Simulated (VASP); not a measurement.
# AlN (P1) in VASP: notebook

AlN is run at these levels: PBEsol; tasks: single point.

All numbers are computed with VASP 6.6.1; they aren't measurements. Logs are shortened: lines on timing, memory, paths and dates and some standing lists are left out, and cuts for length are marked.

**1. The cell of the first run**

The typed cell holds 4 atoms: a = 3.111 Å, b = 3.111 Å, c = 4.978 Å, α = 90.00°, β = 90.00°, γ = 120.00°.

**2. Single point, PBEsol (atom 3 (N) moved by (-0.300, -0.600) A along x and y)**

Contents of INCAR:

```
SYSTEM = AlN
  PREC = Accurate
  ENCUT = 600
  EDIFF = 1E-6
  ISMEAR = 0
  SIGMA = 0.05
  LREAL = .False.
  LASPH = .True.
  NELM = 120
  ALGO = Normal
  ISIF = 2
  LWAVE = .False.
  LCHARG = .False.
  GGA = PS
  NBANDS = 16
  GGA_COMPAT = .False.
```

Contents of KPOINTS:

```
Automatic mesh
0
Gamma
  12 12 6
  0 0 0
```

Contents of POSCAR:

```
AlN
1.0
    3.1110021516      0.0000000000      0.0000000000
   -1.5555010758      2.6942068945      0.0000000000
    0.0000000000      0.0000000000      4.9780000000
Al N
2 2
Direct
    0.3333333333      0.6666666667      0.0000000000
    0.6666666667      0.3333333333      0.5000000000
    0.1255513615      0.4439666204      0.3850000000
    0.6666666667      0.3333333333      0.8850000000
```

Potentials or basis: VASP PAW PBE potentials, release 64 (Al, N).

The run is started by

```sh
$ cat potpaw_PBE.64/Al/POTCAR potpaw_PBE.64/N/POTCAR > POTCAR
$ mpirun -np 1 vasp_std > vasp.out
```

OUTCAR:

```text
SYSTEM = AlN
   PREC = Accurate
   ENCUT = 600
   EDIFF = 1E-6
   ISMEAR = 0
   LREAL = .False.
   LASPH = .True.
   NELM = 120
   ISIF = 2
   GGA = PS

 ion  position               nearest neighbor table
   1  0.333  0.667  0.000-   4 1.89   4 1.89   4 1.89   3 2.03   2 3.07   2 3.07   2 3.07   2 3.07
                             2 3.07   2 3.07
   2  0.667  0.333  0.500-   3 1.41   4 1.92   3 1.96   3 2.48   1 3.07   1 3.07   1 3.07   1 3.07
                             1 3.07   1 3.07
   3  0.126  0.444  0.385-   2 1.41   2 1.96   1 2.03   2 2.48
   4  0.667  0.333  0.885-   1 1.89   1 1.89   1 1.89   2 1.92

  LATTYP: Found a hexagonal cell.
 ALAT       =     3.1110021516
 C/A-ratio  =     1.6001274694

  Lattice vectors:

 A1 = (   3.1110021516,   0.0000000000,   0.0000000000)
 A2 = (  -1.5555010758,   2.6942068945,   0.0000000000)
 A3 = (   0.0000000000,   0.0000000000,   4.9780000000)

Analysis of symmetry for initial positions (statically):
=====================================================================
 Subroutine PRICEL returns:
 Original cell was already a primitive cell.

 Routine SETGRP: Setting up the symmetry group for a
 hexagonal supercell.

 Subroutine GETGRP returns: Found  1 space group operations
 (whereof  1 operations were pure point group operations)
 out of a pool of 24 trial point group operations.

The static configuration has the point symmetry C_1 .

Analysis of symmetry for dynamics (positions and initial velocities):
=====================================================================
 Subroutine PRICEL returns:
 Original cell was already a primitive cell.

 Routine SETGRP: Setting up the symmetry group for a
 hexagonal supercell.

 Subroutine GETGRP returns: Found  1 space group operations
 (whereof  1 operations were pure point group operations)
 out of a pool of 24 trial point group operations.

The dynamic configuration has the point symmetry C_1 .

 Subroutine INISYM returns: Found  1 space group operations
 (whereof  1 operations are pure point group operations),
 and found     1 'primitive' translations

----------------------------------------------------------------------------------------

                                     Primitive cell

  volume of cell :      41.7240

  direct lattice vectors                    reciprocal lattice vectors
     3.111002152  0.000000000  0.000000000     0.321439829  0.185583372  0.000000000
    -1.555501076  2.694206895  0.000000000     0.000000000  0.371166744  0.000000000
     0.000000000  0.000000000  4.978000000     0.000000000  0.000000000  0.200883889

  length of vectors
     3.111002152  3.111002152  4.978000000     0.371166744  0.371166744  0.200883889

  position of ions in fractional coordinates (direct lattice)
     0.333333333  0.666666667  0.000000000
     0.666666667  0.333333333  0.500000000
     0.125551362  0.443966620  0.385000000
     0.666666667  0.333333333  0.885000000

  ion indices of the primitive-cell ions
   primitive index   ion index
                 1           1
                 2           2
                 3           3
                 4           4

----------------------------------------------------------------------------------------

 KPOINTS: Automatic mesh

Automatic generation of k-mesh.
 Grid dimensions read from file:
 generate k-points for:   12   12    6

 Generating k-lattice:

  Cartesian coordinates                     Fractional coordinates (reciprocal lattice)
     0.026786652  0.015465281  0.000000000     0.083333333  0.000000000  0.000000000
     0.000000000  0.030930562  0.000000000     0.000000000  0.083333333  0.000000000
     0.000000000  0.000000000  0.033480648     0.000000000  0.000000000  0.166666667

  Length of vectors
     0.030930562  0.030930562  0.033480648

  Shift w.r.t. Gamma in fractional coordinates (k-lattice)
     0.000000000  0.000000000  0.000000000

 Subroutine IBZKPT returns following result:
 ===========================================

 Found    436 irreducible k-points:

 Following reciprocal coordinates:
            Coordinates               Weight
  0.000000  0.000000  0.000000      1.000000
  0.083333  0.000000  0.000000      2.000000
  0.000000  0.083333  0.000000      2.000000
 -0.083333  0.083333  0.000000      2.000000
  0.166667 -0.000000  0.000000      2.000000
  0.000000  0.166667  0.000000      2.000000
[... 16 lines left out ...]
  0.166667  0.083333  0.000000      2.000000
 -0.083333  0.250000  0.000000      2.000000
 [... further k-points ...]
   k-points           NKPTS =    436   k-points in BZ     NKDIM =    436   number of bands    NBANDS=     16
   number of dos      NEDOS =    301   number of ions     NIONS =      4
   total plane-waves  NPLWV =  31360
   dimension x,y,z NGX =    28 NGY =   28 NGZ =   40
   dimension x,y,z NGXF=    56 NGYF=   56 NGZF=   80
   ions per type =               2   2
   NGX,Y,Z   is equivalent  to a cutoff of  14.96, 14.96, 13.36 a.u.
   NGXF,Y,Z  is equivalent  to a cutoff of  29.93, 29.93, 26.72 a.u.
 SYSTEM =  AlN
   PREC   = accura    normal or accurate (medium, high low for compatibility)
   ISTART =      0    job   : 0-new  1-cont  2-samecut
   ICHARG =      2    charge: 1-file 2-atom 10-const
   ISPIN  =      1    spin polarized calculation?
   LNONCOLLINEAR =      F non collinear calculations
   LSORBIT =      F    spin-orbit coupling
   LASPH  =      T    aspherical Exc in radial PAW
   ENCUT  =  600.0 eV  44.10 Ry    6.64 a.u.   6.21  6.21  9.94*2*pi/ulx,y,z
   NELM   =    120;   NELMIN=  2; NELMDL= -5     # of ELM steps
   EDIFF  = 0.1E-05   stopping-criterion for ELM
   LREAL  =      F    real-space projection
   EDIFFG = 0.1E-04   stopping-criterion for IOM
   NSW    =      0    number of steps for IOM
   IBRION =     -1    ionic relax: 0-MD 1-quasi-New 2-CG
   NFREE  =      0    steps in history (QN), initial steepest desc. (CG)
   ISIF   =      2    stress and relaxation
   ISYM   =      2    0-nonsym 1-usesym 2-fastsym
   POTIM  = 0.5000    time-step for ionic-motion
   TEBEG  =    0.0;   TEEND  =   0.0 temperature during run
   PSTRESS=    0.0 pullay stress
   NELECT =      16.0000    total number of electrons
   NUPDOWN=      -1.0000    fix difference up-down
   EMIN   =  10.00;   EMAX   =-10.00  energy-range for DOS
   EFERMI =   0.00;   METHOD = LEGACY
   ISMEAR =     0;   SIGMA  =   0.05  broadening in eV -4-tet -1-fermi 0-gaus
   EFERMI_NEDOS =   21; number of points for ismear=-14 and -15
   IALGO  =     38    algorithm
   IMIX   =      4    mixing-type and parameters
     AMIX     =   0.40;   BMIX     =  1.00
     AMIX_MAG =   1.60;   BMIX_MAG =  1.00
  volume/ion in A,a.u.               =      10.43        70.39
  Fermi-wavevector in a.u.,A,eV,Ry     =   1.189377  2.247596 19.247033  1.414617
  Thomas-Fermi vector in A             =   2.325485
   LORBIT       =      0    0 simple, 1 ext, 2 COOP (PROOUT), +10 PAW based schemes
   GGA     = PS    functional components
   LHFCALC =     F    Hartree Fock is set to
   AEXX    =    0.0000 exact exchange contribution
   IVDW    =     0    specifies the selected vdW correction
   LEPSILON=     F    determine dielectric tensor
   LRPA    =     F    only Hartree local field effects (RPA)
 non-spin polarized calculation
 Gauss-broadening in eV      SIGMA  =   0.05
  energy-cutoff  :      600.00
  volume of cell :       41.72
 maximum number of plane-waves:      1412
 NGX is ok and might be reduce to    28
   NGX = 13   NGY = 13   NGZ = 19

 number of electron      16.0000000 magnetization

 Free energy of the ion-electron system (eV)
  ---------------------------------------------------
  ext. energy  EPLUGINS =         0.00000000
  ---------------------------------------------------
  free energy    TOTEN  =       -26.96699611 eV

  energy without entropy =      -26.96699611  energy(sigma->0) =      -26.96699611

 E-fermi :   6.9019     XC(G=0): -11.0841

 val. band max:        6.6051095924   @ k =   0.0000   0.0000   0.0000
 cond. band min:       9.5492168172   @ k =   0.0000   0.0000   0.0000
 fundamental gap:      2.9441072247
 Fermi energy:         6.9018601139

 k-point     1 :       0.0000    0.0000    0.0000
  band No.  band energies     occupation
      1      -9.1196      2.00000
      2      -6.9222      2.00000
      3       0.0174      2.00000
      4       4.5435      2.00000
      5       5.3270      2.00000
      6       5.6545      2.00000
[... 8 lines left out ...]
     15      19.2770      0.00000
     16      20.2336      0.00000

 k-point     2 :       0.0833    0.0000    0.0000
  band No.  band energies     occupation
      1      -9.0291      2.00000
      2      -6.8727      2.00000
      3       0.1255      2.00000
      4       4.2270      2.00000
      5       5.1128      2.00000
      6       5.3973      2.00000
[... 8 lines left out ...]
     15      19.0777      0.00000
     16      19.6722      0.00000

 k-point     3 :       0.0000    0.0833    0.0000
  band No.  band energies     occupation
      1      -9.0352      2.00000
      2      -6.8665      2.00000
      3       0.1162      2.00000
      4       4.3633      2.00000
      5       4.8982      2.00000
      6       5.5963      2.00000
[... 8 lines left out ...]
     15      19.2374      0.00000
     16      19.6560      0.00000

 k-point     4 :      -0.0833    0.0833    0.0000
  band No.  band energies     occupation
      1      -9.0309      2.00000
      2      -6.8709      2.00000
      3       0.1231      2.00000
      4       4.2477      2.00000
      5       5.0987      2.00000
      6       5.4769      2.00000
[... 8 lines left out ...]
     15      19.1471      0.00000
     16      19.6353      0.00000
[... 324 lines left out ...]
 k-point    22 :      -0.1667    0.0833    0.0000
  band No.  band energies     occupation
      1      -8.8495      2.00000
      2      -6.7830      2.00000
      3       0.3434      2.00000
      4       3.6416      2.00000
      5       4.7185      2.00000
      6       5.0984      2.00000
[... 8 lines left out ...]
     15      18.6367      0.00000
     16      19.3803      0.00000

 k-point    23 :       0.1667    0.0833    0.0000
  band No.  band energies     occupation
      1      -8.5284      2.00000
      2      -6.6080      2.00000
      3       0.7304      2.00000
      4       2.8991      2.00000
      5       3.6040      2.00000
      6       4.8554      2.00000
[... 8 lines left out ...]
     15      19.5158      0.00000
     16      19.9797      0.00000

 k-point    24 :      -0.0833    0.2500    0.0000
  band No.  band energies     occupation
      1      -8.5600      2.00000
      2      -6.5713      2.00000
      3       0.6817      2.00000
      4       2.8098      2.00000
      5       3.8762      2.00000
      6       4.8488      2.00000
[... 8 lines left out ...]
     15      19.3511      0.00000
     16      20.1022      0.00000

 [... further k-points ...]

------------------------ aborting loop because EDIFF is reached ----------------------------------------

  FORCE on cell =-STRESS in cart. coord.  units (eV):
  Direction    XX          YY          ZZ          XY          YZ          ZX
  --------------------------------------------------------------------------------------
  -------------------------------------------------------------------------------------
  Total       22.2803747     -0.8824527      4.3001030      5.1062270     -1.5521479    -10.6525332
  in kB      855.5530129    -33.8856552    165.1213741    196.0760504    -59.6015487   -409.0508790
  external PRESSURE =     328.9295773 kB  Pullay stress =       0.0000000 kB

 VOLUME and BASIS-vectors are now :
 -----------------------------------------------------------------------------
  energy-cutoff  :      600.00
  volume of cell :       41.72
      direct lattice vectors                 reciprocal lattice vectors
     3.111002152  0.000000000  0.000000000     0.321439829  0.185583372  0.000000000
    -1.555501076  2.694206895  0.000000000     0.000000000  0.371166744  0.000000000
     0.000000000  0.000000000  4.978000000     0.000000000  0.000000000  0.200883889

 POSITION                                       TOTAL-FORCE (eV/Angst)
 -----------------------------------------------------------------------------------
     -0.00000      1.79614      0.00000        -0.371989     -0.902839      0.815527
      1.55550      0.89807      2.48900       -19.848554     -5.051491      8.704340
     -0.30000      1.19614      1.91653        20.740950      6.163196     -9.151054
      1.55550      0.89807      4.40553        -0.520406     -0.208866     -0.368813
 -----------------------------------------------------------------------------------
    total drift:                                0.001410      0.000592      0.000260

  FREE ENERGIE OF THE ION-ELECTRON SYSTEM (eV)
  ---------------------------------------------------
  free  energy   TOTEN  =       -26.9669961070 eV

  energy  without entropy=      -26.9669961070  energy(sigma->0) =      -26.96699611
```

Wall time 8.8 min (1 thread of AMD EPYC 7R43 (Zen 3), shared host); peak memory 0.37 GiB.

What came out:

```
Free energy            : -26.9670 eV
Pressure               : 32.9 GPa
Largest force          : 23.493 eV/Å
Band gap on the k mesh : 2.94 eV, direct
```

Forces in eV/Å, atoms in the order of the input:
```
Al   -0.372  -0.903   0.816
Al  -19.849  -5.051   8.704
N    20.741   6.163  -9.151
N    -0.520  -0.209  -0.369
```

Caveat: the cell differs from its parent crystal (atom 3 (N) moved by (-0.300, -0.600) A along x and y); the PAW data sets were made with another functional, which shifts forces and pressure a little. A k mesh can miss the band edges.

**3. Single point, PBEsol (atom 3 (N) moved by (-0.300, +0.000) A along x and y)**

Contents of INCAR:

```
ALGO = Normal
EDIFF = 1E-6
ENCUT = 600
GGA = PS
GGA_COMPAT = False
ISIF = 2
ISMEAR = 0
LASPH = True
LCHARG = False
LREAL = False
LWAVE = False
NBANDS = 16
NELM = 120
PREC = Accurate
SIGMA = 0.05
```

Contents of KPOINTS:

```
k-points
0
Gamma
  12 12 6
```

Edit POSCAR of step 2 so:

```diff
@@ -10,3 +10,3 @@
     0.6666666667      0.3333333333      0.5000000000
-    0.1255513615      0.4439666204      0.3850000000
+    0.2369013846      0.6666666667      0.3850000000
     0.6666666667      0.3333333333      0.8850000000
```

Potentials or basis: VASP PAW PBE potentials, release 64 (Al, N).

The run is started by

```sh
$ cat potpaw_PBE.64/Al/POTCAR potpaw_PBE.64/N/POTCAR > POTCAR
$ mpirun -np 1 vasp_std > vasp.out
```

Run time: 7.3 min. Hardware: 1 thread of AMD EPYC 7R43 (Zen 3), shared host; peak memory 0.37 GiB.

The run converged. Its results:

```
Free energy            : -30.5167 eV
Pressure               : 7.0 GPa
Largest force          : 6.543 eV/Å
Band gap on the k mesh : 3.76 eV, direct
```

Forces in eV/Å, atoms in the order of the input:
```
Al  -0.452  0.006  0.350
Al  -5.017 -2.592  1.672
N    5.695  2.665 -1.809
N   -0.226 -0.079 -0.213
```

Stress tensor (GPa, compression positive):
```
12.07 15.50 -7.98
15.50  7.37 -5.48
-7.98 -5.48  1.58
```

Levels at points of the mesh, in eV from the valence-band top:
| k point | band 6 | band 7 | band 8 | band 9 | band 10 | band 11 |
| --- | --- | --- | --- | --- | --- | --- |
| (0.00, 0.00, 0.00) | -0.59 | -0.38 | 0.00 | 3.76 | 6.26 | 9.87 |
| (0.50, 0.00, 0.00) | -2.64 | -2.20 | -0.78 | 5.17 | 6.37 | 8.10 |
| (0.00, 0.50, 0.00) | -2.28 | -1.94 | -1.02 | 5.37 | 5.57 | 7.41 |
| (0.50, 0.50, 0.00) | -2.57 | -1.37 | -1.14 | 4.48 | 5.74 | 7.43 |
| (0.00, 0.00, 0.50) | -0.86 | -0.82 | -0.27 | 5.83 | 6.08 | 9.72 |
| (0.50, 0.00, 0.50) | -1.51 | -1.39 | -1.17 | 4.56 | 4.63 | 8.58 |
| (0.00, 0.50, 0.50) | -1.71 | -1.60 | -1.23 | 4.76 | 4.93 | 8.46 |
| (0.50, 0.50, 0.50) | -1.96 | -1.84 | -1.61 | 5.31 | 5.38 | 8.33 |

Caveat: the cell differs from its parent crystal (atom 3 (N) moved by (-0.300, +0.000) A along x and y); the PAW data sets were made with another functional, which shifts forces and pressure a little. A k mesh can miss the band edges.
